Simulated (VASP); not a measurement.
# Ru (I4/mmm) in VASP: notebook

The runs below take Ru through single point, with PBEsol.

Everything below comes from runs of VASP 6.6.1. Logs are shortened: lines on timing, memory, paths and dates and some standing lists are left out, and cuts for length are marked.

### Step 1. The cell of the first run

The structure is tetragonal, space group I4/mmm (No. 139). Conventional cell: a = 2.413 Å, b = 2.413 Å, c = 4.825 Å, α = 90.00°, β = 90.00°, γ = 90.00°. Ru (site symmetry 4/mmm) has 12 Ru at 2.41 to 2.95 Å within 3.2 Å.

### Step 2. Single point, PBEsol

Contents of INCAR:

```
  PREC = Accurate
  ENCUT = 520
  EDIFF = 1E-7
  ISMEAR = 0
  SIGMA = 0.15
  LREAL = F
  LASPH = T
  NELM = 60
  ALGO = Fast
  ISIF = 2
  LWAVE = F
  LCHARG = F
  GGA = PS
  NBANDS = 13
```

Contents of KPOINTS:

```
Automatic mesh
0
Gamma
  24 24 24
```

Contents of POSCAR:

```
Ru
1.0
    0.0000000000      1.7061569326      2.4125059027
    1.7061569326      0.0000000000      2.4125059027
    1.7061569326      1.7061569326      0.0000000000
Ru
1
Direct
    0.0000000000      0.0000000000      0.0000000000
```

Potentials or basis: VASP PAW PBE potentials, release 64 (Ru_pv).

On the command line:

```sh
cat potpaw_PBE.64/Ru_pv/POTCAR > POTCAR
mpirun -np 1 vasp_std > vasp.out
```

OUTCAR:

```text
PREC = Accurate
   ENCUT = 520
   EDIFF = 1E-7
   ISMEAR = 0
   LREAL = F
   LASPH = T
   NELM = 60
   ISIF = 2
   GGA = PS

 ion  position               nearest neighbor table
   1  0.000  0.000  0.000-

  LATTYP: Found a body centered tetragonal cell.
 ALAT       =     2.4128702736
 C/A-ratio  =     1.9996979772

  Lattice vectors:

 A1 = (  -1.7061569326,   0.0000000000,   2.4125059027)
 A2 = (   1.7061569326,   0.0000000000,   2.4125059027)
 A3 = (   0.0000000000,   1.7061569326,  -2.4125059027)

Analysis of symmetry for initial positions (statically):
=====================================================================
 Subroutine PRICEL returns:
 Original cell was already a primitive cell.

 Routine SETGRP: Setting up the symmetry group for a
 body centered tetragonal supercell.

 Subroutine GETGRP returns: Found 16 space group operations
 (whereof 16 operations were pure point group operations)
 out of a pool of 16 trial point group operations.

The static configuration has the point symmetry D_4h.

Analysis of symmetry for dynamics (positions and initial velocities):
=====================================================================
 Subroutine PRICEL returns:
 Original cell was already a primitive cell.

 Routine SETGRP: Setting up the symmetry group for a
 body centered tetragonal supercell.

 Subroutine GETGRP returns: Found 16 space group operations
 (whereof 16 operations were pure point group operations)
 out of a pool of 16 trial point group operations.

The dynamic configuration has the point symmetry D_4h.

 Subroutine INISYM returns: Found 16 space group operations
 (whereof 16 operations are pure point group operations),
 and found     1 'primitive' translations

----------------------------------------------------------------------------------------

                                     Primitive cell

  volume of cell :      14.0455

  direct lattice vectors                    reciprocal lattice vectors
     0.000000000  1.706156933  2.412505903    -0.293056278  0.293056278  0.207253379
     1.706156933  0.000000000  2.412505903     0.293056278 -0.293056278  0.207253379
     1.706156933  1.706156933  0.000000000     0.293056278  0.293056278 -0.207253379

  length of vectors
     2.954852993  2.954852993  2.412870274     0.463376658  0.463376658  0.463376658

  position of ions in fractional coordinates (direct lattice)
     0.000000000  0.000000000  0.000000000

  ion indices of the primitive-cell ions
   primitive index   ion index
                 1           1

----------------------------------------------------------------------------------------

 KPOINTS: Automatic mesh

Automatic generation of k-mesh.
 Grid dimensions read from file:
 generate k-points for:   24   24   24

 Generating k-lattice:

  Cartesian coordinates                     Fractional coordinates (reciprocal lattice)
    -0.012210678  0.012210678  0.008635557     0.041666667  0.000000000  0.000000000
     0.012210678 -0.012210678  0.008635557     0.000000000  0.041666667  0.000000000
     0.012210678  0.012210678 -0.008635557    -0.000000000 -0.000000000  0.041666667

  Length of vectors
     0.019307361  0.019307361  0.019307361

  Shift w.r.t. Gamma in fractional coordinates (k-lattice)
     0.000000000  0.000000000  0.000000000

 Subroutine IBZKPT returns following result:
 ===========================================

 Found   1063 irreducible k-points:

 Following reciprocal coordinates:
            Coordinates               Weight
  0.000000  0.000000  0.000000      1.000000
  0.041667  0.000000  0.000000      8.000000
  0.083333  0.000000  0.000000      8.000000
  0.125000  0.000000  0.000000      8.000000
  0.166667  0.000000  0.000000      8.000000
  0.208333  0.000000  0.000000      8.000000
[... 16 lines left out ...]
  0.416667  0.041667  0.000000      8.000000
  0.458333  0.041667  0.000000      8.000000
 [... further k-points ...]
   k-points           NKPTS =   1063   k-points in BZ     NKDIM =   1063   number of bands    NBANDS=     13
   number of dos      NEDOS =    301   number of ions     NIONS =      1
   total plane-waves  NPLWV =  10368
   dimension x,y,z NGX =    24 NGY =   24 NGZ =   18
   dimension x,y,z NGXF=    48 NGYF=   48 NGZF=   36
   ions per type =               1
   NGX,Y,Z   is equivalent  to a cutoff of  13.50, 13.50, 12.40 a.u.
   NGXF,Y,Z  is equivalent  to a cutoff of  27.01, 27.01, 24.80 a.u.
 SYSTEM =  unknown system
   PREC   = accura    normal or accurate (medium, high low for compatibility)
   ISTART =      0    job   : 0-new  1-cont  2-samecut
   ICHARG =      2    charge: 1-file 2-atom 10-const
   ISPIN  =      1    spin polarized calculation?
   LNONCOLLINEAR =      F non collinear calculations
   LSORBIT =      F    spin-orbit coupling
   LASPH  =      T    aspherical Exc in radial PAW
   ENCUT  =  520.0 eV  38.22 Ry    6.18 a.u.   5.49  5.49  4.49*2*pi/ulx,y,z
   NELM   =     60;   NELMIN=  2; NELMDL= -5     # of ELM steps
   EDIFF  = 0.1E-06   stopping-criterion for ELM
   LREAL  =      F    real-space projection
   EDIFFG = 0.1E-05   stopping-criterion for IOM
   NSW    =      0    number of steps for IOM
   IBRION =     -1    ionic relax: 0-MD 1-quasi-New 2-CG
   NFREE  =      0    steps in history (QN), initial steepest desc. (CG)
   ISIF   =      2    stress and relaxation
   ISYM   =      2    0-nonsym 1-usesym 2-fastsym
   POTIM  = 0.5000    time-step for ionic-motion
   TEBEG  =    0.0;   TEEND  =   0.0 temperature during run
   PSTRESS=    0.0 pullay stress
   NELECT =      14.0000    total number of electrons
   NUPDOWN=      -1.0000    fix difference up-down
   EMIN   =  10.00;   EMAX   =-10.00  energy-range for DOS
   EFERMI =   0.00;   METHOD = LEGACY
   ISMEAR =     0;   SIGMA  =   0.15  broadening in eV -4-tet -1-fermi 0-gaus
   EFERMI_NEDOS =   21; number of points for ismear=-14 and -15
   IALGO  =     68    algorithm
   IMIX   =      4    mixing-type and parameters
     AMIX     =   0.40;   BMIX     =  1.00
     AMIX_MAG =   1.60;   BMIX_MAG =  1.00
  volume/ion in A,a.u.               =      14.05        94.78
  Fermi-wavevector in a.u.,A,eV,Ry     =   1.635330  3.090326 36.386117  2.674304
  Thomas-Fermi vector in A             =   2.726821
   LORBIT       =      0    0 simple, 1 ext, 2 COOP (PROOUT), +10 PAW based schemes
   GGA     = PS    functional components
   LHFCALC =     F    Hartree Fock is set to
   AEXX    =    0.0000 exact exchange contribution
   IVDW    =     0    specifies the selected vdW correction
   LEPSILON=     F    determine dielectric tensor
   LRPA    =     F    only Hartree local field effects (RPA)
 non-spin polarized calculation
 RMM-DIIS sequential band-by-band and
 Gauss-broadening in eV      SIGMA  =   0.15
  energy-cutoff  :      520.00
  volume of cell :       14.05
 maximum number of plane-waves:       405
 NGX is ok and might be reduce to    24

 number of electron      14.0000002 magnetization

 Free energy of the ion-electron system (eV)
  ---------------------------------------------------
  ext. energy  EPLUGINS =         0.00000000
  ---------------------------------------------------
  free energy    TOTEN  =        -9.17007728 eV

  energy without entropy =       -9.15352080  energy(sigma->0) =       -9.16179904

 E-fermi :  12.2502     XC(G=0): -14.0040

 val. band max:       12.2465741947   @ k =  -0.4583  -0.0000   0.3333
 cond. band min:      12.2505797149   @ k =  -0.4583   0.0833   0.3333
 fundamental gap:      0.0040055203
 Fermi energy:        12.2501890124

 k-point     1 :       0.0000    0.0000    0.0000
  band No.  band energies     occupation
      1     -30.4384      2.00000
      2     -30.0256      2.00000
      3     -30.0256      2.00000
      4       4.3164      2.00000
      5       6.9591      2.00000
      6       8.7342      2.00000
      7      11.6803      2.00000
      8      11.6803      2.00000
      9      14.2882      0.00000
     10      22.8387      0.00000
     11      26.9513      0.00000
     12      28.8904      0.00000
     13      36.1825      0.00000

 k-point     2 :       0.0417    0.0000    0.0000
  band No.  band energies     occupation
      1     -30.4401      2.00000
      2     -30.0531      2.00000
      3     -30.0240      2.00000
      4       4.3928      2.00000
      5       7.0077      2.00000
      6       8.7629      2.00000
      7      11.5920      2.00000
      8      11.7038      2.00000
      9      14.2277      0.00000
     10      22.8387      0.00000
     11      27.0590      0.00000
     12      28.9949      0.00000
     13      35.5129      0.00000

 k-point     3 :       0.0833    0.0000    0.0000
  band No.  band energies     occupation
      1     -30.4454      2.00000
      2     -30.1331      2.00000
      3     -30.0193      2.00000
      4       4.6142      2.00000
      5       7.1483      2.00000
      6       8.8507      2.00000
      7      11.3523      2.00000
      8      11.7722      1.99999
      9      14.0543      0.00000
     10      22.8387      0.00000
     11      27.3402      0.00000
     12      29.2978      0.00000
     13      34.3079      0.00000
[... 305 lines left out ...]
 k-point    23 :       0.4167    0.0417    0.0000
  band No.  band energies     occupation
      1     -31.3532      2.00000
      2     -30.5222      2.00000
      3     -29.9480      2.00000
      4       6.4048      2.00000
      5       7.7892      2.00000
      6      11.5670      2.00000
      7      12.0470      1.94459
      8      13.0956      0.00000
      9      13.3487      0.00000
     10      22.8292      0.00000
     11      23.7779      0.00000
     12      25.4974      0.00000
     13      34.3846      0.00000

 k-point    24 :       0.4583    0.0417    0.0000
  band No.  band energies     occupation
      1     -31.4648      2.00000
      2     -30.5224      2.00000
      3     -29.9392      2.00000
      4       6.3233      2.00000
      5       7.8042      2.00000
      6      11.3877      2.00000
      7      12.7706      0.00000
      8      13.4372      0.00000
      9      13.5606      0.00000
     10      22.7920      0.00000
     11      23.0576      0.00000
     12      25.0311      0.00000
     13      33.9063      0.00000

 [... further k-points ...]

------------------------ aborting loop because EDIFF is reached ----------------------------------------

  FORCE on cell =-STRESS in cart. coord.  units (eV):
  Direction    XX          YY          ZZ          XY          YZ          ZX
  --------------------------------------------------------------------------------------
  -------------------------------------------------------------------------------------
  Total        2.8374079      2.8374079     -3.5573595      0.0000000      0.0000000      0.0000000
  in kB      323.6652092    323.6652092   -405.7906194      0.0000000      0.0000000      0.0000000
  external PRESSURE =      80.5132663 kB  Pullay stress =       0.0000000 kB

 VOLUME and BASIS-vectors are now :
 -----------------------------------------------------------------------------
  energy-cutoff  :      520.00
  volume of cell :       14.05
      direct lattice vectors                 reciprocal lattice vectors
     0.000000000  1.706156933  2.412505903    -0.293056278  0.293056278  0.207253379
     1.706156933  0.000000000  2.412505903     0.293056278 -0.293056278  0.207253379
     1.706156933  1.706156933  0.000000000     0.293056278  0.293056278 -0.207253379

 POSITION                                       TOTAL-FORCE (eV/Angst)
 -----------------------------------------------------------------------------------
      0.00000      0.00000      0.00000         0.000000     -0.000000      0.000000
 -----------------------------------------------------------------------------------
    total drift:                                0.000000      0.000000     -0.000000

  FREE ENERGIE OF THE ION-ELECTRON SYSTEM (eV)
  ---------------------------------------------------
  free  energy   TOTEN  =        -9.1700772808 eV

  energy  without entropy=       -9.1535208018  energy(sigma->0) =       -9.16179904
```

Wall time 75 s (1 thread of Intel Xeon 6975P-C (Granite Rapids), shared host); peak memory 0.29 GiB.

What came out:

```yaml
Free_energy: -9.1701 eV
Pressure: 8.1 GPa
Band_gap_on_the_k_mesh: zero (band 7 reaches 13.93 eV, above the bottom of band 8 at 10.99 eV)
```

Caveat: the PAW data sets were made with another functional, which shifts forces and pressure a little.

### Step 3. Single point, PBEsol

This run uses another cell than the first one, of the same volume but with other edges.

Contents of INCAR:

```
PREC = Accurate
ENCUT = 520
EDIFF = 1E-6
ISMEAR = 0
SIGMA = 0.15
LREAL = False
LASPH = True
NELM = 100
ALGO = Fast
ISIF = 2
LWAVE = False
LCHARG = False
GGA = PS
NBANDS = 13
```

Contents of KPOINTS:

```
regular mesh
0
Gamma
  24 24 24
```

Contents of POSCAR:

```
Ru
1.0
    0.0000000000      2.0216026726      1.7183622717
    2.0216026726      0.0000000000      1.7183622717
    2.0216026726      2.0216026726      0.0000000000
Ru
1
Direct
    0.0000000000      0.0000000000      0.0000000000
```

Potentials or basis: VASP PAW PBE potentials, release 64 (Ru_pv).

On the command line:

```sh
cat potpaw_PBE.64/Ru_pv/POTCAR > POTCAR
mpirun -np 1 vasp_std > vasp.out
```

It took 74 s on 1 thread of Intel Xeon 6975P-C (Granite Rapids), shared host; peak memory 0.29 GiB.

It converged, with:

```yaml
Free_energy: -9.8394 eV
Pressure: -11.6 GPa
Band_gap_on_the_k_mesh: zero (band 7 reaches 14.19 eV, above the bottom of band 8 at 10.30 eV)
```

Stress tensor (GPa, compression positive):
```
-24.07   0.00   0.00
  0.00 -24.07   0.00
  0.00   0.00  13.38
```

Levels at points of the mesh, in eV from the Fermi level:
| k point | band 3 | band 4 | band 5 | band 6 | band 7 | band 8 | band 9 | band 10 | band 11 | band 12 |
| --- | --- | --- | --- | --- | --- | --- | --- | --- | --- | --- |
| (0.00, 0.00, 0.00) | -42.42 | -7.88 | -2.92 | -2.92 | -1.38 | -1.27 | 0.51 | 10.42 | 15.43 | 18.78 |
| (0.50, 0.00, 0.00) | -42.45 | -5.96 | -3.59 | -1.49 | 0.94 | 0.99 | 2.13 | 9.71 | 10.43 | 14.25 |
| (0.50, 0.50, 0.00) | -42.96 | -6.23 | -5.91 | 1.60 | 2.09 | 2.09 | 5.94 | 10.42 | 11.27 | 11.27 |
| (0.50, 0.00, 0.50) | -42.57 | -6.15 | -5.41 | 1.21 | 1.25 | 2.33 | 2.58 | 10.41 | 11.70 | 13.13 |

Caveat: the PAW data sets were made with another functional, which shifts forces and pressure a little.
